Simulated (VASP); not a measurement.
# Mn (P6_3/mmc) in VASP: notebook

The runs below take Mn through relaxation of cell and atoms, single point, with revPBE.

All numbers are computed with VASP 6.6.1; they aren't measurements. Logs are shortened: lines on timing, memory, paths and dates and some standing lists are left out, and cuts for length are marked.

### 1 The cell of the first run

The structure is hexagonal, space group P6_3/mmc (No. 194). The conventional cell has a = 2.552 Å, b = 2.552 Å, c = 4.167 Å, α = 90.00°, β = 90.00°, γ = 120.00°. Mn (site symmetry -6m2) has 12 Mn at 2.55 Å within 3.4 Å.

This isn't the form of Mn at room conditions, which is a 58-atom cubic cell.

### 2 Relaxation of cell and atoms, revPBE, collinear spin, antiferromagnetic start

INCAR

```
SYSTEM = Mn
PREC = Accurate
ENCUT = 600
EDIFF = 1E-7
ISMEAR = -1
SIGMA = 0.05
LREAL = .False.
LASPH = .True.
NELM = 150
ALGO = Normal
ISIF = 3
LWAVE = .False.
LCHARG = .False.
ISPIN = 2
MAGMOM = 3 -3
LORBIT = 11
LMAXMIX = 4
GGA = RE
IBRION = 2
NSW = 80
EDIFFG = -0.01
```

KPOINTS

```
regular mesh
0
Gamma
  14 14 8
  0 0 0
```

POSCAR

```
Mn
1.0
    2.5517868831      0.0000000000      0.0000000000
   -1.2758934415      2.2099122658      0.0000000000
    0.0000000000      0.0000000000      4.1670679801
Mn
2
Direct
    0.3333333333      0.6666666667      0.2500000000
    0.6666666667      0.3333333333      0.7500000000
```

Potentials or basis: VASP PAW PBE potentials, release 64 (Mn_pv).

Launch:

```sh
cat potpaw_PBE.64/Mn_pv/POTCAR > POTCAR
mpirun -np 1 vasp_std > vasp.out
```

OUTCAR:

```text
SYSTEM = Mn
   PREC = Accurate
   ENCUT = 600
   EDIFF = 1E-7
   ISMEAR = -1
   LREAL = .False.
   LASPH = .True.
   NELM = 150
   ISIF = 3
   ISPIN = 2
   LORBIT = 11
   GGA = RE
   IBRION = 2
   NSW = 80
   EDIFFG = -0.01

 ion  position               nearest neighbor table
   1  0.333  0.667  0.250-   2 2.55   2 2.55   2 2.55   2 2.55   2 2.55   2 2.55
   2  0.667  0.333  0.750-   1 2.55   1 2.55   1 2.55   1 2.55   1 2.55   1 2.55

  LATTYP: Found a hexagonal cell.
 ALAT       =     2.5517868831
 C/A-ratio  =     1.6330000000

  Lattice vectors:

 A1 = (   2.5517868831,   0.0000000000,   0.0000000000)
 A2 = (  -1.2758934415,   2.2099122658,   0.0000000000)
 A3 = (   0.0000000000,   0.0000000000,   4.1670679801)

Analysis of symmetry for initial positions (statically):
=====================================================================
 Subroutine PRICEL returns:
 Original cell was already a primitive cell.

 Routine SETGRP: Setting up the symmetry group for a
 hexagonal supercell.

 Subroutine GETGRP returns: Found 24 space group operations
 (whereof 12 operations were pure point group operations)
 out of a pool of 24 trial point group operations.

The static configuration has the point symmetry D_3d.
 The point group associated with its full space group is D_6h.

Analysis of symmetry for dynamics (positions and initial velocities):
=====================================================================
 Subroutine PRICEL returns:
 Original cell was already a primitive cell.

 Routine SETGRP: Setting up the symmetry group for a
 hexagonal supercell.

 Subroutine GETGRP returns: Found 24 space group operations
 (whereof 12 operations were pure point group operations)
 out of a pool of 24 trial point group operations.

The dynamic configuration has the point symmetry D_3d.
 The point group associated with its full space group is D_6h.

Analysis of structural, dynamic, and magnetic symmetry:
=====================================================================
 Subroutine PRICEL returns:
 Original cell was already a primitive cell.

 Routine SETGRP: Setting up the symmetry group for a
 hexagonal supercell.

 Subroutine GETGRP returns: Found 24 space group operations
 (whereof 12 operations were pure point group operations)
 out of a pool of 24 trial point group operations.

The overall configuration has the point symmetry D_3d.
 The point group associated with its full space group is D_6h.

 Subroutine INISYM returns: Found 24 space group operations
 (whereof 12 operations are pure point group operations),
 and found     1 'primitive' translations

----------------------------------------------------------------------------------------

                                     Primitive cell

  volume of cell :      23.4990

  direct lattice vectors                    reciprocal lattice vectors
     2.551786883  0.000000000  0.000000000     0.391882256  0.226253326  0.000000000
    -1.275893442  2.209912266  0.000000000     0.000000000  0.452506652  0.000000000
     0.000000000  0.000000000  4.167067980     0.000000000  0.000000000  0.239976887

  length of vectors
     2.551786883  2.551786883  4.167067980     0.452506652  0.452506652  0.239976887

  position of ions in fractional coordinates (direct lattice)
     0.333333333  0.666666667  0.250000000
     0.666666667  0.333333333  0.750000000

  ion indices of the primitive-cell ions
   primitive index   ion index
                 1           1
                 2           2

----------------------------------------------------------------------------------------

 KPOINTS: regular mesh

Automatic generation of k-mesh.
 Grid dimensions read from file:
 generate k-points for:   14   14    8

 Generating k-lattice:

  Cartesian coordinates                     Fractional coordinates (reciprocal lattice)
     0.027991590  0.016160952  0.000000000     0.071428571 -0.000000000  0.000000000
     0.000000000  0.032321904  0.000000000     0.000000000  0.071428571  0.000000000
     0.000000000  0.000000000  0.029997111     0.000000000  0.000000000  0.125000000

  Length of vectors
     0.032321904  0.032321904  0.029997111

  Shift w.r.t. Gamma in fractional coordinates (k-lattice)
     0.000000000  0.000000000  0.000000000

 Subroutine IBZKPT returns following result:
 ===========================================

 Found    120 irreducible k-points:

 Following reciprocal coordinates:
            Coordinates               Weight
  0.000000  0.000000  0.000000      1.000000
  0.071429  0.000000  0.000000      6.000000
  0.142857  0.000000  0.000000      6.000000
  0.214286  0.000000  0.000000      6.000000
  0.285714  0.000000  0.000000      6.000000
  0.357143  0.000000  0.000000      6.000000
[... 16 lines left out ...]
  0.285714  0.285714  0.000000      6.000000
  0.357143  0.285714  0.000000      6.000000
 [... further k-points ...]
   k-points           NKPTS =    120   k-points in BZ     NKDIM =    120   number of bands    NBANDS=     17
   number of dos      NEDOS =    301   number of ions     NIONS =      2
   total plane-waves  NPLWV =  14400
   dimension x,y,z NGX =    20 NGY =   20 NGZ =   36
   dimension x,y,z NGXF=    40 NGYF=   40 NGZF=   72
   ions per type =               2
   NGX,Y,Z   is equivalent  to a cutoff of  13.03, 13.03, 14.36 a.u.
   NGXF,Y,Z  is equivalent  to a cutoff of  26.06, 26.06, 28.72 a.u.
 SYSTEM =  Mn
   PREC   = accura    normal or accurate (medium, high low for compatibility)
   ISTART =      0    job   : 0-new  1-cont  2-samecut
   ICHARG =      2    charge: 1-file 2-atom 10-const
   ISPIN  =      2    spin polarized calculation?
   LNONCOLLINEAR =      F non collinear calculations
   LSORBIT =      F    spin-orbit coupling
   LASPH  =      T    aspherical Exc in radial PAW
   ENCUT  =  600.0 eV  44.10 Ry    6.64 a.u.   5.10  5.10  8.32*2*pi/ulx,y,z
   NELM   =    150;   NELMIN=  2; NELMDL= -5     # of ELM steps
   EDIFF  = 0.1E-06   stopping-criterion for ELM
   LREAL  =      F    real-space projection
   EDIFFG = -.1E-01   stopping-criterion for IOM
   NSW    =     80    number of steps for IOM
   IBRION =      2    ionic relax: 0-MD 1-quasi-New 2-CG
   NFREE  =      1    steps in history (QN), initial steepest desc. (CG)
   ISIF   =      3    stress and relaxation
   ISYM   =      2    0-nonsym 1-usesym 2-fastsym
   POTIM  = 0.5000    time-step for ionic-motion
   TEBEG  =    0.0;   TEEND  =   0.0 temperature during run
   PSTRESS=    0.0 pullay stress
   NELECT =      26.0000    total number of electrons
   NUPDOWN=      -1.0000    fix difference up-down
   EMIN   =  10.00;   EMAX   =-10.00  energy-range for DOS
   EFERMI =   0.00;   METHOD = LEGACY
   ISMEAR =    -1;   SIGMA  =   0.05  broadening in eV -4-tet -1-fermi 0-gaus
   EFERMI_NEDOS =   21; number of points for ismear=-14 and -15
   IALGO  =     38    algorithm
   IMIX   =      4    mixing-type and parameters
     AMIX     =   0.40;   BMIX     =  1.00
     AMIX_MAG =   1.60;   BMIX_MAG =  1.00
  volume/ion in A,a.u.               =      11.75        79.29
  Fermi-wavevector in a.u.,A,eV,Ry     =   1.693230  3.199741 39.008279  2.867028
  Thomas-Fermi vector in A             =   2.774673
   LORBIT       =     11    0 simple, 1 ext, 2 COOP (PROOUT), +10 PAW based schemes
   GGA     = RE    functional components
   LHFCALC =     F    Hartree Fock is set to
   AEXX    =    0.0000 exact exchange contribution
   IVDW    =     0    specifies the selected vdW correction
   LEPSILON=     F    determine dielectric tensor
   LRPA    =     F    only Hartree local field effects (RPA)
 conjugate gradient relaxation of ions
 spin polarized calculation
  energy-cutoff  :      600.00
  volume of cell :       23.50
 maximum number of plane-waves:       797
   NGX = 11   NGY = 11   NGZ = 17

--------------------------------------- Ionic step        1  -------------------------------------------

 number of electron      25.9999991 magnetization       0.0000000

 number of electron      25.9999991 magnetization      -0.0000000

 Free energy of the ion-electron system (eV)
  ---------------------------------------------------
  ext. energy  EPLUGINS =         0.00000000
  ---------------------------------------------------
  free energy    TOTEN  =       -16.99180950 eV

  energy without entropy =      -16.97036912  energy(sigma->0) =      -16.98108931

 E-fermi :   9.3309     XC(G=0): -13.3752

 val. band max:        9.3258750642   @ k =   0.2857   0.0000   0.5000
 cond. band min:       9.3408185230   @ k =   0.2143   0.0714   0.1250
 fundamental gap:      0.0149434588
 Fermi energy:         9.3309189178

 spin component 1

 k-point     1 :       0.0000    0.0000    0.0000
  band No.  band energies     occupation
      1     -39.2831      1.00000
      2     -38.8992      1.00000
      3     -38.8992      1.00000
      4     -37.6573      1.00000
      5     -37.6298      1.00000
      6     -37.6298      1.00000
[... 9 lines left out ...]
     16       9.7812      0.00012
     17      11.1810      0.00000
[... 1201 lines left out ...]
  FREE ENERGIE OF THE ION-ELECTRON SYSTEM (eV)
  ---------------------------------------------------
  free  energy   TOTEN  =       -17.0470038513 eV

  energy  without entropy=      -17.0288386501  energy(sigma->0) =      -17.03792125

--------------------------------------- Ionic step        8  -------------------------------------------

 number of electron      26.0000008 magnetization      -0.0000000

 number of electron      26.0000008 magnetization       0.0000000

 Free energy of the ion-electron system (eV)
  ---------------------------------------------------
  ext. energy  EPLUGINS =         0.00000000
  ---------------------------------------------------
  free energy    TOTEN  =       -17.04701299 eV

  energy without entropy =      -17.02883845  energy(sigma->0) =      -17.03792572

 E-fermi :  10.1733     XC(G=0): -13.7879

 val. band max:       10.1700455220   @ k =   0.3571   0.0000   0.5000
 cond. band min:      10.1754734701   @ k =   0.1429   0.0000   0.0000
 fundamental gap:      0.0054279481
 Fermi energy:        10.1732859292

 spin component 1

 k-point     1 :       0.0000    0.0000    0.0000
  band No.  band energies     occupation
      1     -38.2938      1.00000
      2     -37.7973      1.00000
      3     -37.7972      1.00000
      4     -37.1045      1.00000
      5     -37.0439      1.00000
      6     -37.0439      1.00000
[... 9 lines left out ...]
     16      10.8045      0.00000
     17      11.9160      0.00000
[... 966 lines left out ...]
 POSITION                                       TOTAL-FORCE (eV/Angst)
 -----------------------------------------------------------------------------------
     -0.00000      1.44332      1.01491        -0.000000      0.000000      0.000000
      1.24995      0.72166      3.04474         0.000000     -0.000000      0.000000
 -----------------------------------------------------------------------------------
    total drift:                               -0.000000      0.000000     -0.000000

  FREE ENERGIE OF THE ION-ELECTRON SYSTEM (eV)
  ---------------------------------------------------
  free  energy   TOTEN  =       -17.0470129896 eV

  energy  without entropy=      -17.0288384493  energy(sigma->0) =      -17.03792572

 reached required accuracy - stopping structural energy minimisation

 total charge

# of ion       s       p       d       tot
------------------------------------------
    1        0.417   6.383   5.138  11.938
    2        0.417   6.383   5.138  11.938
--------------------------------------------------
tot          0.835  12.766  10.275  23.876

 magnetization (x)

# of ion       s       p       d       tot
------------------------------------------
    1        0.006   0.013   0.747   0.766
    2       -0.006  -0.013  -0.747  -0.766
--------------------------------------------------
tot          0.000   0.000   0.000   0.000
```

Run time: 14 min. Hardware: 1 thread of Intel Xeon 8259CL, shared host; peak memory 0.23 GiB.

Results:

* Free energy: -17.0470 eV
* Relaxed volume: 10.99 Å³/atom
* Relaxed cell: a = 2.500 Å, b = 2.500 Å, c = 4.060 Å, α = 90.00°, β = 90.00°, γ = 120.00°
* Space group after relaxing (to 0.1 Å): P6_3/mmc (No. 194)
* Energy gained by relaxing: 27.6 meV/atom
* Ionic steps: 8
* Pressure after relaxing: 0.0 GPa
* Band gap on the k mesh: zero (filled and empty bands overlap)
* Net moment: 0.00 μB per cell
* Site moments: Mn +0.77, -0.77 μB
* Valence electrons inside the program's atomic spheres: Mn 11.94

Step by step:
```
step  energy change (eV)  largest force (eV/Å)  pressure (GPa)  volume (Å³)
   1              0.0000                0.0000          -10.14        23.50
   2             -0.0271                0.0000           10.06        21.06
   3             -0.0547                0.0000            0.07        21.98
   4             -0.0547                0.0000           -0.21        22.01
   5             -0.0552                0.0000           -0.19        21.99
   6             -0.0552                0.0000           -0.19        21.99
   7             -0.0552                0.0000            0.17        21.95
   8             -0.0552                0.0000            0.00        21.97
```

Final structure:
```cif
data_structure
_symmetry_space_group_name_H-M 'P 1'
_symmetry_Int_Tables_number 1
_cell_length_a 2.4999
_cell_length_b 2.4999
_cell_length_c 4.0597
_cell_angle_alpha 90.000
_cell_angle_beta 90.000
_cell_angle_gamma 120.000
_cell_volume 21.97
loop_
_atom_site_label
_atom_site_type_symbol
_atom_site_fract_x
_atom_site_fract_y
_atom_site_fract_z
_atom_site_occupancy
Mn1 Mn 0.33333 0.66667 0.25000 1
Mn2 Mn 0.66667 0.33333 0.75000 1
```

Caveat: the antiferromagnetic order is the one typed at the start, and another may lie lower; the PAW data sets were made with another functional, which shifts forces and pressure a little.

### 3 Single point, revPBE, collinear spin, antiferromagnetic start (12.29 Å³/atom)

This run uses another cell than the first one, of 12.29 Å³/atom.

INCAR

```
  PREC = Accurate
  ENCUT = 680
  EDIFF = 1E-6
  ISMEAR = -1
  SIGMA = 0.05
  LREAL = False
  LASPH = True
  NELM = 200
  ALGO = Normal
  ISIF = 2
  LWAVE = False
  LCHARG = False
  ISPIN = 2
  MAGMOM = 0.7 -0.7
  LORBIT = 11
  LMAXMIX = 4
  GGA = RE
  NBANDS = 26
  GGA_COMPAT = False
```

KPOINTS

```
regular mesh
0
Gamma
  16 16 9
```

POSCAR

```
Mn
1.0
    2.5953049061      0.0000000000      0.0000000000
   -1.2976524530      2.2475999792      0.0000000000
    0.0000000000      0.0000000000      4.2136527776
Mn
2
Direct
    0.3333333333      0.6666666667      0.2500000000
    0.6666666667      0.3333333333      0.7500000000
```

Potentials or basis: VASP PAW PBE potentials, release 64 (Mn_sv).

Launch:

```sh
cat potpaw_PBE.64/Mn_sv/POTCAR > POTCAR
mpirun -np 1 vasp_std > vasp.out
```

Wall time 2.7 min (1 thread of Intel Xeon Platinum 8488C (Sapphire Rapids), shared host); peak memory 0.3 GiB.

The run converged. Its results:

- Free energy: -17.1020 eV
- Pressure: -16.0 GPa
- Band gap on the k mesh: zero (filled and empty bands overlap)
- Net moment: 0.00 μB per cell
- Site moments: Mn +1.48, -1.48 μB
- Valence electrons inside the program's atomic spheres: Mn 12.92

Stress tensor (GPa, compression positive):
```
-16.74   0.00   0.00
  0.00 -16.74   0.00
  0.00   0.00 -14.39
```

Levels at points of the mesh, in eV from the Fermi level:
Spin up:
```tsv
k point	band 12	band 13	band 14	band 15	band 16	band 17	band 18	band 19
(0.00, 0.00, 0.00)	-1.24	-0.73	-0.36	-0.36	0.10	0.10	0.35	1.89
(0.50, 0.00, 0.00)	-1.41	-1.17	-0.61	-0.25	0.91	1.97	2.36	2.95
```
Spin down:
```tsv
k point	band 11	band 12	band 13	band 14	band 15	band 16	band 17	band 18	band 19	band 20
(0.00, 0.00, 0.00)	-1.24	-1.24	-0.73	-0.36	-0.36	0.10	0.10	0.35	1.89	1.89
(0.50, 0.00, 0.00)	-3.21	-1.41	-1.17	-0.61	-0.25	0.91	1.97	2.36	2.95	4.84
```

Caveat: the cell stands under tension; the antiferromagnetic order is the one typed at the start, and another may lie lower; the PAW data sets were made with another functional, which shifts forces and pressure a little.
